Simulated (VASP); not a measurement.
# Bi (C2/c) in VASP: notebook

Bi is run at these levels: BLYP; tasks: single point.

Everything below comes from runs of VASP 6.6.1. Logs are shortened: lines on timing, memory, paths and dates and some standing lists are left out, and cuts for length are marked.

## Step 1: The cell of the first run

Symmetry: C2/c, No. 15, monoclinic system. The conventional cell has a = 3.367 Å, b = 8.975 Å, c = 4.751 Å, α = 90.00°, β = 109.78°, γ = 90.00°. Within 4.3 Å of Bi (site symmetry 2) lie 10 Bi at 3.26 to 4.07 Å.

## Step 2: Single point, BLYP (33.77 Å³/atom)

Input file INCAR:

```
  AGGAC = 1.0
  AGGAX = 1.0
  ALDAC = 0.0
  ALDAX = 1.0
  ALGO = Normal
  EDIFF = 1E-6
  ENCUT = 520
  GGA = B5
  ISIF = 2
  ISMEAR = -1
  LASPH = True
  LCHARG = False
  LREAL = False
  LWAVE = False
  NBANDS = 22
  NELM = 100
  PREC = Accurate
  SIGMA = 0.1
```

Input file KPOINTS:

```
k-points
0
Gamma
  12 12 8
```

Input file POSCAR:

```
Bi
1.0
   -3.1631084772      3.1834384258      1.6832657137
    3.1834384258     -3.1631084772      1.6832657137
    3.1512718221      3.1512718221     -1.6460313756
Bi
2
Direct
    0.9994617026      0.0005382974      0.0000000000
    0.7505382974      0.2494617026      0.5000000000
```

Potentials or basis: VASP PAW PBE potentials, release 64 (Bi_d).

On the command line:

```console
$ cat potpaw_PBE.64/Bi_d/POTCAR > POTCAR
$ mpirun -np 1 vasp_std > vasp.out
```

OUTCAR:

```text
EDIFF = 1E-6
   ENCUT = 520
   GGA = B5
   ISIF = 2
   ISMEAR = -1
   LASPH = True
   LREAL = False
   NELM = 100
   PREC = Accurate

 ion  position               nearest neighbor table
   1  0.999  0.001  0.000-   2 3.26   2 3.26   2 3.29   2 3.29
   2  0.751  0.249  0.500-   1 3.26   1 3.26   1 3.29   1 3.29

  LATTYP: Found a base centered monoclinic cell.
 ALAT       =     3.3666541945
 B/A-ratio  =     2.6659621648
 C/A-ratio  =     1.4111447832
 COS(beta)  =    -0.3384483298

  Lattice vectors:

 A1 = (  -3.1631084772,   3.1834384258,   1.6832657137)
 A2 = (   3.1834384258,  -3.1631084772,   1.6832657137)
 A3 = (   3.1512718221,   3.1512718221,  -1.6460313756)

Analysis of symmetry for initial positions (statically):
=====================================================================
 Subroutine PRICEL returns:
 Original cell was already a primitive cell.

 Routine SETGRP: Setting up the symmetry group for a
 base centered monoclinic supercell.

 Subroutine GETGRP returns: Found  4 space group operations
 (whereof  2 operations were pure point group operations)
 out of a pool of  4 trial point group operations.

The static configuration has the point symmetry C_2 .
 The point group associated with its full space group is C_2h.

Analysis of symmetry for dynamics (positions and initial velocities):
=====================================================================
 Subroutine PRICEL returns:
 Original cell was already a primitive cell.

 Routine SETGRP: Setting up the symmetry group for a
 base centered monoclinic supercell.

 Subroutine GETGRP returns: Found  4 space group operations
 (whereof  2 operations were pure point group operations)
 out of a pool of  4 trial point group operations.

The dynamic configuration has the point symmetry C_2 .
 The point group associated with its full space group is C_2h.

 Subroutine INISYM returns: Found  4 space group operations
 (whereof  2 operations are pure point group operations),
 and found     1 'primitive' translations

----------------------------------------------------------------------------------------

                                     Primitive cell

  volume of cell :      67.5420

  direct lattice vectors                    reciprocal lattice vectors
    -3.163108477  3.183438426  1.683265714    -0.001448758  0.156117240  0.296107617
     3.183438426 -3.163108477  1.683265714     0.156117240 -0.001448758  0.296107617
     3.151271822  3.151271822 -1.646031376     0.158167187  0.158167187 -0.001910293

  length of vectors
     4.793007293  4.793007293  4.750836503     0.334745295  0.334745295  0.223690338

  position of ions in fractional coordinates (direct lattice)
     0.999461703  0.000538297  0.000000000
     0.750538297  0.249461703  0.500000000

  ion indices of the primitive-cell ions
   primitive index   ion index
                 1           1
                 2           2

----------------------------------------------------------------------------------------

 KPOINTS: k-points

Automatic generation of k-mesh.
 Grid dimensions read from file:
 generate k-points for:   12   12    8

 Generating k-lattice:

  Cartesian coordinates                     Fractional coordinates (reciprocal lattice)
    -0.000120730  0.013009770  0.024675635     0.083333333 -0.000000000  0.000000000
     0.013009770 -0.000120730  0.024675635    -0.000000000  0.083333333  0.000000000
     0.019770898  0.019770898 -0.000238787     0.000000000  0.000000000  0.125000000

  Length of vectors
     0.027895441  0.027895441  0.027961292

  Shift w.r.t. Gamma in fractional coordinates (k-lattice)
     0.000000000  0.000000000  0.000000000

 Subroutine IBZKPT returns following result:
 ===========================================

 Found    320 irreducible k-points:

 Following reciprocal coordinates:
            Coordinates               Weight
  0.000000  0.000000  0.000000      1.000000
  0.083333  0.000000 -0.000000      4.000000
  0.166667 -0.000000 -0.000000      4.000000
  0.250000  0.000000 -0.000000      4.000000
  0.333333  0.000000 -0.000000      4.000000
  0.416667  0.000000 -0.000000      4.000000
[... 16 lines left out ...]
  0.500000  0.166667 -0.000000      4.000000
 -0.416667  0.166667 -0.000000      4.000000
 [... further k-points ...]
   k-points           NKPTS =    320   k-points in BZ     NKDIM =    320   number of bands    NBANDS=     22
   number of dos      NEDOS =    301   number of ions     NIONS =      2
   total plane-waves  NPLWV =  46656
   dimension x,y,z NGX =    36 NGY =   36 NGZ =   36
   dimension x,y,z NGXF=    72 NGYF=   72 NGZF=   72
   ions per type =               2
   NGX,Y,Z   is equivalent  to a cutoff of  12.49, 12.49, 12.60 a.u.
   NGXF,Y,Z  is equivalent  to a cutoff of  24.97, 24.97, 25.19 a.u.
 SYSTEM =  unknown system
   PREC   = accura    normal or accurate (medium, high low for compatibility)
   ISTART =      0    job   : 0-new  1-cont  2-samecut
   ICHARG =      2    charge: 1-file 2-atom 10-const
   ISPIN  =      1    spin polarized calculation?
   LNONCOLLINEAR =      F non collinear calculations
   LSORBIT =      F    spin-orbit coupling
   LASPH  =      T    aspherical Exc in radial PAW
   ENCUT  =  520.0 eV  38.22 Ry    6.18 a.u.   8.91  8.91  8.83*2*pi/ulx,y,z
   NELM   =    100;   NELMIN=  2; NELMDL= -5     # of ELM steps
   EDIFF  = 0.1E-05   stopping-criterion for ELM
   LREAL  =      F    real-space projection
   EDIFFG = 0.1E-04   stopping-criterion for IOM
   NSW    =      0    number of steps for IOM
   IBRION =     -1    ionic relax: 0-MD 1-quasi-New 2-CG
   NFREE  =      0    steps in history (QN), initial steepest desc. (CG)
   ISIF   =      2    stress and relaxation
   ISYM   =      2    0-nonsym 1-usesym 2-fastsym
   POTIM  = 0.5000    time-step for ionic-motion
   TEBEG  =    0.0;   TEEND  =   0.0 temperature during run
   PSTRESS=    0.0 pullay stress
   NELECT =      30.0000    total number of electrons
   NUPDOWN=      -1.0000    fix difference up-down
   EMIN   =  10.00;   EMAX   =-10.00  energy-range for DOS
   EFERMI =   0.00;   METHOD = LEGACY
   ISMEAR =    -1;   SIGMA  =   0.10  broadening in eV -4-tet -1-fermi 0-gaus
   EFERMI_NEDOS =   21; number of points for ismear=-14 and -15
   IALGO  =     38    algorithm
   IMIX   =      4    mixing-type and parameters
     AMIX     =   0.40;   BMIX     =  1.00
     AMIX_MAG =   1.60;   BMIX_MAG =  1.00
  volume/ion in A,a.u.               =      33.77       227.90
  Fermi-wavevector in a.u.,A,eV,Ry     =   1.249081  2.360421 21.227860  1.560204
  Thomas-Fermi vector in A             =   2.383138
   LORBIT       =      0    0 simple, 1 ext, 2 COOP (PROOUT), +10 PAW based schemes
   GGA     = B5    functional components
   LHFCALC =     F    Hartree Fock is set to
   AEXX    =    0.0000 exact exchange contribution
   IVDW    =     0    specifies the selected vdW correction
   LEPSILON=     F    determine dielectric tensor
   LRPA    =     F    only Hartree local field effects (RPA)
 non-spin polarized calculation
  energy-cutoff  :      520.00
  volume of cell :       67.54
 maximum number of plane-waves:      1842
   NGX = 17   NGY = 17   NGZ = 17

 number of electron      30.0000004 magnetization

 Free energy of the ion-electron system (eV)
  ---------------------------------------------------
  ext. energy  EPLUGINS =         0.00000000
  ---------------------------------------------------
  free energy    TOTEN  =        -6.23409126 eV

  energy without entropy =       -6.19435837  energy(sigma->0) =       -6.21422481

 E-fermi :   7.3515     XC(G=0):  -9.1915

 val. band max:        7.3504780650   @ k =   0.3333   0.3333   0.1250
 cond. band min:       7.3526432137   @ k =  -0.1667   0.3333   0.1250
 fundamental gap:      0.0021651487
 Fermi energy:         7.3514965021

 k-point     1 :       0.0000    0.0000    0.0000
  band No.  band energies     occupation
      1     -15.5669      2.00000
      2     -15.5227      2.00000
      3     -15.4750      2.00000
      4     -15.4605      2.00000
      5     -15.3475      2.00000
      6     -15.3469      2.00000
[... 14 lines left out ...]
     21      15.9269      0.00000
     22      16.5821      0.00000

 k-point     2 :       0.0833    0.0000   -0.0000
  band No.  band energies     occupation
      1     -15.5636      2.00000
      2     -15.5097      2.00000
      3     -15.4606      2.00000
      4     -15.4574      2.00000
      5     -15.3542      2.00000
      6     -15.3525      2.00000
[... 14 lines left out ...]
     21      15.8553      0.00000
     22      16.0841      0.00000

 k-point     3 :       0.1667   -0.0000   -0.0000
  band No.  band energies     occupation
      1     -15.5539      2.00000
      2     -15.4757      2.00000
      3     -15.4488      2.00000
      4     -15.4256      2.00000
      5     -15.3703      2.00000
      6     -15.3599      2.00000
[... 14 lines left out ...]
     21      14.9057      0.00000
     22      15.8002      0.00000

 k-point     4 :       0.2500    0.0000   -0.0000
  band No.  band energies     occupation
      1     -15.5397      2.00000
      2     -15.4379      2.00000
      3     -15.4372      2.00000
      4     -15.4053      2.00000
      5     -15.3893      2.00000
      6     -15.3640      2.00000
[... 14 lines left out ...]
     21      14.4095      0.00000
     22      16.2692      0.00000

 k-point     5 :       0.3333    0.0000   -0.0000
  band No.  band energies     occupation
      1     -15.5255      2.00000
      2     -15.4297      2.00000
      3     -15.4251      2.00000
      4     -15.4150      2.00000
      5     -15.4019      2.00000
      6     -15.3783      2.00000
[... 417 lines left out ...]
 k-point    22 :       0.4167    0.1667   -0.0000
  band No.  band energies     occupation
      1     -15.5077      2.00000
      2     -15.4526      2.00000
      3     -15.4324      2.00000
      4     -15.4046      2.00000
      5     -15.3992      2.00000
      6     -15.3748      2.00000
[... 14 lines left out ...]
     21      14.8227      0.00000
     22      16.6412      0.00000

 k-point    23 :       0.5000    0.1667   -0.0000
  band No.  band energies     occupation
      1     -15.5049      2.00000
      2     -15.4460      2.00000
      3     -15.4299      2.00000
      4     -15.4093      2.00000
      5     -15.3918      2.00000
      6     -15.3737      2.00000
[... 14 lines left out ...]
     21      15.2050      0.00000
     22      16.1063      0.00000

 k-point    24 :      -0.4167    0.1667   -0.0000
  band No.  band energies     occupation
      1     -15.5120      2.00000
      2     -15.4451      2.00000
      3     -15.4344      2.00000
      4     -15.4166      2.00000
      5     -15.3881      2.00000
      6     -15.3672      2.00000
[... 14 lines left out ...]
     21      15.0425      0.00000
     22      17.6450      0.00000

 [... further k-points ...]

------------------------ aborting loop because EDIFF is reached ----------------------------------------

  FORCE on cell =-STRESS in cart. coord.  units (eV):
  Direction    XX          YY          ZZ          XY          YZ          ZX
  --------------------------------------------------------------------------------------
  -------------------------------------------------------------------------------------
  Total        1.7306539      1.7306539      1.7500725      0.0631707     -0.0445728     -0.0445728
  in kB       41.0532004     41.0532004     41.5138329      1.4984861     -1.0573208     -1.0573204
  external PRESSURE =      41.2067446 kB  Pullay stress =       0.0000000 kB

 VOLUME and BASIS-vectors are now :
 -----------------------------------------------------------------------------
  energy-cutoff  :      520.00
  volume of cell :       67.54
      direct lattice vectors                 reciprocal lattice vectors
    -3.163108477  3.183438426  1.683265714    -0.001448758  0.156117240  0.296107617
     3.183438426 -3.163108477  1.683265714     0.156117240 -0.001448758  0.296107617
     3.151271822  3.151271822 -1.646031376     0.158167187  0.158167187 -0.001910293

 POSITION                                       TOTAL-FORCE (eV/Angst)
 -----------------------------------------------------------------------------------
     -3.15969      3.18002      1.68327        -0.015478      0.015478      0.000000
     -0.00425      3.17585      0.86025         0.015478     -0.015478     -0.000000
 -----------------------------------------------------------------------------------
    total drift:                                0.000000      0.000000      0.000000

  FREE ENERGIE OF THE ION-ELECTRON SYSTEM (eV)
  ---------------------------------------------------
  free  energy   TOTEN  =        -6.2340912579 eV

  energy  without entropy=       -6.1943583666  energy(sigma->0) =       -6.21422481
```

It took 8.2 min on 1 thread of Intel Xeon 8259CL, shared host; peak memory 0.48 GiB.

What came out:

```
Free energy            : -6.2341 eV
Pressure               : 4.1 GPa
Largest force          : 0.022 eV/Å
Band gap on the k mesh : zero (bands 15 and 16 overlap by 5.28 eV)
```

Forces on the atoms (eV/Å):
```
Bi  -0.015  0.015  0.000
Bi   0.015 -0.015  0.000
```

Stress tensor (GPa, compression positive):
```
 4.11  0.15 -0.11
 0.15  4.11 -0.11
-0.11 -0.11  4.15
```

Levels at points of the mesh, in eV from the Fermi level:
```
           k point  band 12  band 13  band 14  band 15  band 16  band 17  band 18  band 19
(0.00, 0.00, 0.00)    -9.22    -2.97    -2.93     3.16     3.33     3.35     4.10     4.13
(0.50, 0.00, 0.00)    -9.19    -4.05    -2.74    -2.07     0.75     1.78     1.82     6.05
(0.50, 0.50, 0.00)   -11.60    -0.85    -0.85    -0.84    -0.77     3.65     3.92     8.23
(0.00, 0.00, 0.50)   -11.62    -0.90    -0.90    -0.81    -0.81     3.78     3.78     8.37
(0.50, 0.00, 0.50)    -9.25    -4.02    -2.77    -2.15     0.53     1.75     1.93     6.00
(0.50, 0.50, 0.50)   -11.20    -4.88    -4.88     3.28     3.28     5.33     5.33     9.91
```

Caveat: the cell stands under pressure; the PAW data sets were made with another functional, which shifts forces and pressure a little; spin-orbit coupling is left out, which moves the levels of the heavy elements.

## Step 3: Single point, BLYP (38.18 Å³/atom)

This run uses another cell than the first one, of 38.18 Å³/atom.

Input file INCAR:

```
AGGAC = 1.0
AGGAX = 1.0
ALDAC = 0.0
ALDAX = 1.0
ALGO = Normal
EDIFF = 1E-6
ENCUT = 520
GGA = B5
ISIF = 2
ISMEAR = -1
LASPH = True
LCHARG = False
LREAL = False
LWAVE = False
NBANDS = 22
NELM = 80
PREC = Accurate
SIGMA = 0.1
```

KPOINTS is that of step 2.

Input file POSCAR:

```
Bi
1.0
   -3.2950544080      3.3162324002      1.7534814723
    3.3162324002     -3.2950544080      1.7534814723
    3.2827239985      3.2827239985     -1.7146939408
Bi
2
Direct
    0.9994617026      0.0005382974      0.0000000000
    0.7505382974      0.2494617026      0.5000000000
```

Potentials or basis: VASP PAW PBE potentials, release 64 (Bi_d).

On the command line:

```console
$ cat potpaw_PBE.64/Bi_d/POTCAR > POTCAR
$ mpirun -np 1 vasp_std > vasp.out
```

Wall time 11 min (1 thread of Intel Xeon 8259CL, shared host); peak memory 0.55 GiB.

The run converged. Its results:

* Free energy: -6.2994 eV
* Pressure: -1.3 GPa
* Largest force: 0.009 eV/Å
* Band gap on the k mesh: zero (bands 15 and 16 overlap by 4.64 eV)

Forces in eV/Å, atoms in the order of the input:
```
Bi   0.006 -0.006  0.000
Bi  -0.006  0.006  0.000
```

Stress tensor (GPa, compression positive):
```
-1.26  0.11 -0.06
 0.11 -1.26 -0.06
-0.06 -0.06 -1.29
```

Levels at points of the mesh, in eV from the Fermi level:
| k point | band 13 | band 14 | band 15 | band 16 | band 17 | band 18 |
| --- | --- | --- | --- | --- | --- | --- |
| (0.00, 0.00, 0.00) | -2.54 | -2.50 | 2.94 | 2.95 | 3.44 | 3.52 |
| (0.50, 0.00, 0.00) | -3.51 | -2.34 | -1.76 | 0.67 | 1.52 | 1.84 |
| (0.50, 0.50, 0.00) | -0.80 | -0.80 | -0.68 | -0.61 | 3.24 | 3.46 |
| (0.00, 0.00, 0.50) | -0.84 | -0.84 | -0.66 | -0.66 | 3.34 | 3.34 |
| (0.50, 0.00, 0.50) | -3.48 | -2.37 | -1.82 | 0.48 | 1.63 | 1.82 |
| (0.50, 0.50, 0.50) | -4.17 | -4.17 | 2.94 | 2.94 | 4.54 | 4.54 |

Caveat: the PAW data sets were made with another functional, which shifts forces and pressure a little; spin-orbit coupling is left out, which moves the levels of the heavy elements.
